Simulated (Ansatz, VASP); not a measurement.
## Two plane-wave programs on ZnSe

```xyz
2
Lattice="0.0000 2.7746 2.7746 2.7746 0.0000 2.7746 2.7746 2.7746 0.0000" Properties=species:S:1:pos:R:3 pbc="T T T"
Zn    0.0000    0.0000    0.0000
Se    1.3873    1.3873    1.3873
```

Alike in both runs: task single point; functional r2SCAN; k mesh 6 × 6 × 6; no spin polarisation.

|  | VASP | Ansatz |
| --- | --- | --- |
| version | VASP 6.6.1 | Ansatz 0.2.0 |
| potentials or method | VASP PAW PBE potentials, release 64 (Zn, Se) | plane waves, PAW |
| plane-wave cutoff (eV) | 520 | 500 |
| occupations | gaussian, width 0.01 eV | fixed |
| valence electrons in the cell | 18 | 28 |

Ansatz gave:

* gap on the k mesh at the Fermi level (eV): 2.14
* pressure (GPa): 4.7

What did VASP give for the same quantities?

gap on the k mesh at the Fermi level (eV): 2.15; pressure (GPa): 4.8.

VASP's potentials were made for PBE, not for r2SCAN. VASP's potentials hold 18 valence electrons a cell and Ansatz's 28, so a difference there can come from the potentials and not from the codes.
